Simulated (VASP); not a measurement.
# PbF2 (Fluorocronite) (Fm-3m) in VASP: settings compared

The runs below take PbF2 (Fluorocronite) through single point, with LDA, PBE.

All numbers are computed with VASP 6.6.1; they aren't measurements. Logs are shortened: lines on timing, memory, paths and dates and some standing lists are left out, and cuts for length are marked.

## 1. The cell of the first run

Symmetry: Fm-3m, No. 225, cubic system. Conventional cell: a = 6.044 Å, b = 6.044 Å, c = 6.044 Å, α = 90.00°, β = 90.00°, γ = 90.00°. Within 3.5 Å of Pb (site symmetry m-3m) lie 8 F at 2.62 Å. Within 3.5 Å of F (site symmetry -43m) lie 4 Pb at 2.62 Å and 6 F at 3.02 Å.

## 2. Single point, LDA

File INCAR:

```
ALGO = Normal
EDIFF = 1E-6
ENCUT = 600
GGA = CA
GGA_COMPAT = F
ISIF = 2
ISMEAR = -1
LASPH = T
LCHARG = T
LELF = T
LREAL = F
LVHAR = T
LWAVE = F
NBANDS = 21
NELM = 120
PREC = Accurate
SIGMA = 0.05
```

File KPOINTS:

```
k-points
0
Gamma
  8 8 8
```

File POSCAR:

```
PbF2
1.0
    0.0000000000      3.0217857373      3.0217857373
    3.0217857373      0.0000000000      3.0217857373
    3.0217857373      3.0217857373      0.0000000000
Pb F
1 2
Direct
    0.0000000000      0.0000000000      0.0000000000
    0.7500000000      0.7500000000      0.7500000000
    0.2500000000      0.2500000000      0.2500000000
```

Potentials or basis: VASP PAW LDA potentials, release 64 (Pb_d, F).

Run with:

```sh
> cat potpaw_LDA.64/Pb_d/POTCAR potpaw_LDA.64/F/POTCAR > POTCAR
> mpirun -np 1 vasp_std > vasp.out
```

OUTCAR:

```text
EDIFF = 1E-6
   ENCUT = 600
   GGA = CA
   ISIF = 2
   ISMEAR = -1
   LASPH = T
   LREAL = F
   NELM = 120
   PREC = Accurate

 ion  position               nearest neighbor table
   1  0.000  0.000  0.000-   2 2.62   2 2.62   2 2.62   2 2.62   3 2.62   3 2.62   3 2.62   3 2.62

   2  0.750  0.750  0.750-   1 2.62   1 2.62   1 2.62   1 2.62
   3  0.250  0.250  0.250-   1 2.62   1 2.62   1 2.62   1 2.62

  LATTYP: Found a face centered cubic cell.
 ALAT       =     6.0435714746

  Lattice vectors:

 A1 = (   0.0000000000,   3.0217857373,   3.0217857373)
 A2 = (   3.0217857373,   0.0000000000,   3.0217857373)
 A3 = (   3.0217857373,   3.0217857373,   0.0000000000)

Analysis of symmetry for initial positions (statically):
=====================================================================
 Subroutine PRICEL returns:
 Original cell was already a primitive cell.

 Routine SETGRP: Setting up the symmetry group for a
 face centered cubic supercell.

 Subroutine GETGRP returns: Found 48 space group operations
 (whereof 48 operations were pure point group operations)
 out of a pool of 48 trial point group operations.

The static configuration has the point symmetry O_h .

Analysis of symmetry for dynamics (positions and initial velocities):
=====================================================================
 Subroutine PRICEL returns:
 Original cell was already a primitive cell.

 Routine SETGRP: Setting up the symmetry group for a
 face centered cubic supercell.

 Subroutine GETGRP returns: Found 48 space group operations
 (whereof 48 operations were pure point group operations)
 out of a pool of 48 trial point group operations.

The dynamic configuration has the point symmetry O_h .

 Subroutine INISYM returns: Found 48 space group operations
 (whereof 48 operations are pure point group operations),
 and found     1 'primitive' translations

----------------------------------------------------------------------------------------

                                     Primitive cell

  volume of cell :      55.1850

  direct lattice vectors                    reciprocal lattice vectors
     0.000000000  3.021785737  3.021785737    -0.165465074  0.165465074  0.165465074
     3.021785737  0.000000000  3.021785737     0.165465074 -0.165465074  0.165465074
     3.021785737  3.021785737  0.000000000     0.165465074  0.165465074 -0.165465074

  length of vectors
     4.273450372  4.273450372  4.273450372     0.286593915  0.286593915  0.286593915

  position of ions in fractional coordinates (direct lattice)
     0.000000000  0.000000000  0.000000000
     0.750000000  0.750000000  0.750000000
     0.250000000  0.250000000  0.250000000

  ion indices of the primitive-cell ions
   primitive index   ion index
                 1           1
                 2           2
                 3           3

----------------------------------------------------------------------------------------

 KPOINTS: k-points

Automatic generation of k-mesh.
 Grid dimensions read from file:
 generate k-points for:    8    8    8

 Generating k-lattice:

  Cartesian coordinates                     Fractional coordinates (reciprocal lattice)
    -0.020683134  0.020683134  0.020683134     0.125000000  0.000000000  0.000000000
     0.020683134 -0.020683134  0.020683134     0.000000000  0.125000000  0.000000000
     0.020683134  0.020683134 -0.020683134     0.000000000  0.000000000  0.125000000

  Length of vectors
     0.035824239  0.035824239  0.035824239

  Shift w.r.t. Gamma in fractional coordinates (k-lattice)
     0.000000000  0.000000000  0.000000000

 Subroutine IBZKPT returns following result:
 ===========================================

 Found     29 irreducible k-points:

 Following reciprocal coordinates:
            Coordinates               Weight
  0.000000  0.000000  0.000000      1.000000
  0.125000  0.000000  0.000000      8.000000
  0.250000  0.000000  0.000000      8.000000
  0.375000  0.000000  0.000000      8.000000
  0.500000  0.000000  0.000000      4.000000
  0.125000  0.125000  0.000000      6.000000
[... 16 lines left out ...]
  0.500000  0.250000  0.125000     48.000000
 -0.375000  0.250000  0.125000     24.000000
 [... further k-points ...]
   k-points           NKPTS =     29   k-points in BZ     NKDIM =     29   number of bands    NBANDS=     21
   number of dos      NEDOS =    301   number of ions     NIONS =      3
   total plane-waves  NPLWV =  46656
   dimension x,y,z NGX =    36 NGY =   36 NGZ =   36
   dimension x,y,z NGXF=    72 NGYF=   72 NGZF=   72
   ions per type =               1   2
   NGX,Y,Z   is equivalent  to a cutoff of  14.00, 14.00, 14.00 a.u.
   NGXF,Y,Z  is equivalent  to a cutoff of  28.01, 28.01, 28.01 a.u.
 SYSTEM =  unknown system
   PREC   = accura    normal or accurate (medium, high low for compatibility)
   ISTART =      0    job   : 0-new  1-cont  2-samecut
   ICHARG =      2    charge: 1-file 2-atom 10-const
   ISPIN  =      1    spin polarized calculation?
   LNONCOLLINEAR =      F non collinear calculations
   LSORBIT =      F    spin-orbit coupling
   LASPH  =      T    aspherical Exc in radial PAW
   ENCUT  =  600.0 eV  44.10 Ry    6.64 a.u.   8.54  8.54  8.54*2*pi/ulx,y,z
   NELM   =    120;   NELMIN=  2; NELMDL= -5     # of ELM steps
   EDIFF  = 0.1E-05   stopping-criterion for ELM
   LREAL  =      F    real-space projection
   EDIFFG = 0.1E-04   stopping-criterion for IOM
   NSW    =      0    number of steps for IOM
   IBRION =     -1    ionic relax: 0-MD 1-quasi-New 2-CG
   NFREE  =      0    steps in history (QN), initial steepest desc. (CG)
   ISIF   =      2    stress and relaxation
   ISYM   =      2    0-nonsym 1-usesym 2-fastsym
   POTIM  = 0.5000    time-step for ionic-motion
   TEBEG  =    0.0;   TEEND  =   0.0 temperature during run
   PSTRESS=    0.0 pullay stress
   NELECT =      28.0000    total number of electrons
   NUPDOWN=      -1.0000    fix difference up-down
   EMIN   =  10.00;   EMAX   =-10.00  energy-range for DOS
   EFERMI =   0.00;   METHOD = LEGACY
   ISMEAR =    -1;   SIGMA  =   0.05  broadening in eV -4-tet -1-fermi 0-gaus
   EFERMI_NEDOS =   21; number of points for ismear=-14 and -15
   IALGO  =     38    algorithm
   IMIX   =      4    mixing-type and parameters
     AMIX     =   0.40;   BMIX     =  1.00
     AMIX_MAG =   1.60;   BMIX_MAG =  1.00
  volume/ion in A,a.u.               =      18.39       124.14
  Fermi-wavevector in a.u.,A,eV,Ry     =   1.305731  2.467475 23.197041  1.704934
  Thomas-Fermi vector in A             =   2.436581
   LORBIT       =      0    0 simple, 1 ext, 2 COOP (PROOUT), +10 PAW based schemes
   GGA     = CA    functional components
   LHFCALC =     F    Hartree Fock is set to
   AEXX    =    0.0000 exact exchange contribution
   IVDW    =     0    specifies the selected vdW correction
   LEPSILON=     F    determine dielectric tensor
   LRPA    =     F    only Hartree local field effects (RPA)
 non-spin polarized calculation
  energy-cutoff  :      600.00
  volume of cell :       55.18
 maximum number of plane-waves:      1862
 NGX is ok and might be reduce to    36
   NGX = 17   NGY = 17   NGZ = 17

 number of electron      27.9999992 magnetization

 Free energy of the ion-electron system (eV)
  ---------------------------------------------------
  ext. energy  EPLUGINS =         0.00000000
  ---------------------------------------------------
  free energy    TOTEN  =       -15.80174965 eV

  energy without entropy =      -15.80174965  energy(sigma->0) =      -15.80174965

 E-fermi :   1.9699     XC(G=0):  -9.7776

 val. band max:        0.8235749944   @ k =   0.5000   0.0000   0.0000
 cond. band min:       5.0339646019   @ k =   0.5000   0.5000   0.0000
 fundamental gap:      4.2103896075
 Fermi energy:         1.9699460324

 k-point     1 :       0.0000    0.0000    0.0000
  band No.  band energies     occupation
      1     -19.4383      2.00000
      2     -18.8700      2.00000
      3     -13.4708      2.00000
      4     -13.4708      2.00000
      5     -13.4708      2.00000
      6     -13.4222      2.00000
[... 13 lines left out ...]
     20      15.5126      0.00000
     21      17.6156      0.00000

 k-point     2 :       0.1250    0.0000    0.0000
  band No.  band energies     occupation
      1     -19.4108      2.00000
      2     -18.8952      2.00000
      3     -13.4657      2.00000
      4     -13.4657      2.00000
      5     -13.4436      2.00000
      6     -13.4221      2.00000
[... 13 lines left out ...]
     20      15.0897      0.00000
     21      17.1229      0.00000

 k-point     3 :       0.2500    0.0000    0.0000
  band No.  band energies     occupation
      1     -19.3384      2.00000
      2     -18.9602      2.00000
      3     -13.4576      2.00000
      4     -13.4576      2.00000
      5     -13.4176      2.00000
      6     -13.4176      2.00000
[... 13 lines left out ...]
     20      14.5266      0.00000
     21      15.9239      0.00000

 k-point     4 :       0.3750    0.0000    0.0000
  band No.  band energies     occupation
      1     -19.2456      2.00000
      2     -19.0434      2.00000
      3     -13.4560      2.00000
      4     -13.4560      2.00000
      5     -13.4065      2.00000
      6     -13.4065      2.00000
[... 13 lines left out ...]
     20      14.2066      0.00000
     21      14.8897      0.00000

 k-point     5 :       0.5000    0.0000    0.0000
  band No.  band energies     occupation
      1     -19.1760      2.00000
      2     -19.1084      2.00000
      3     -13.4566      2.00000
      4     -13.4566      2.00000
      5     -13.4006      2.00000
      6     -13.4006      2.00000
[... 13 lines left out ...]
     20      14.1142      0.00000
     21      14.4680      0.00000
[... 382 lines left out ...]
     20      17.1758      0.00000
     21      17.6228      0.00000

 k-point    22 :       0.3750    0.2500    0.1250
  band No.  band energies     occupation
      1     -19.2874      2.00000
      2     -19.0032      2.00000
      3     -13.4400      2.00000
      4     -13.4388      2.00000
      5     -13.4267      2.00000
      6     -13.4036      2.00000
[... 13 lines left out ...]
     20      15.4921      0.00000
     21      16.3705      0.00000

 k-point    23 :       0.5000    0.2500    0.1250
  band No.  band energies     occupation
      1     -19.2136      2.00000
      2     -19.0673      2.00000
      3     -13.4391      2.00000
      4     -13.4340      2.00000
      5     -13.4134      2.00000
      6     -13.3858      2.00000
[... 13 lines left out ...]
     20      16.0544      0.00000
     21      16.6362      0.00000

 k-point    24 :      -0.3750    0.2500    0.1250
  band No.  band energies     occupation
      1     -19.1551      2.00000
      2     -19.1213      2.00000
      3     -13.4390      2.00000
      4     -13.4349      2.00000
      5     -13.4040      2.00000
      6     -13.3782      2.00000
[... 13 lines left out ...]
     20      16.2541      0.00000
     21      16.7708      0.00000

 [... further k-points ...]

------------------------ aborting loop because EDIFF is reached ----------------------------------------

  FORCE on cell =-STRESS in cart. coord.  units (eV):
  Direction    XX          YY          ZZ          XY          YZ          ZX
  --------------------------------------------------------------------------------------
  -------------------------------------------------------------------------------------
  Total       -2.7137678     -2.7137678     -2.7137678      0.0000000      0.0000000     -0.0000000
  in kB      -78.7883968    -78.7883968    -78.7883968      0.0000000      0.0000000     -0.0000000
  external PRESSURE =     -78.7883968 kB  Pullay stress =       0.0000000 kB

 VOLUME and BASIS-vectors are now :
 -----------------------------------------------------------------------------
  energy-cutoff  :      600.00
  volume of cell :       55.18
      direct lattice vectors                 reciprocal lattice vectors
     0.000000000  3.021785737  3.021785737    -0.165465074  0.165465074  0.165465074
     3.021785737  0.000000000  3.021785737     0.165465074 -0.165465074  0.165465074
     3.021785737  3.021785737  0.000000000     0.165465074  0.165465074 -0.165465074

 POSITION                                       TOTAL-FORCE (eV/Angst)
 -----------------------------------------------------------------------------------
      0.00000      0.00000      0.00000        -0.000000     -0.000000     -0.000000
      4.53268      4.53268      4.53268        -0.000000     -0.000000     -0.000000
      1.51089      1.51089      1.51089         0.000000      0.000000      0.000000
 -----------------------------------------------------------------------------------
    total drift:                                0.000000      0.000000      0.000000

  FREE ENERGIE OF THE ION-ELECTRON SYSTEM (eV)
  ---------------------------------------------------
  free  energy   TOTEN  =       -15.8017496506 eV

  energy  without entropy=      -15.8017496505  energy(sigma->0) =      -15.80174965
```

Wall time 64 s (1 thread of AMD EPYC 7R43 (Zen 3), shared host); peak memory 0.14 GiB.

Results:

* Free energy: -15.8017 eV
* Pressure: -7.9 GPa
* Band gap on the k mesh: 4.21 eV, indirect (least direct gap 4.37 eV)

Caveat: spin-orbit coupling is left out, which moves the levels of the heavy elements. As with any semilocal functional, this LDA gap is likely too small.

(Continued in part 2 of 2.)
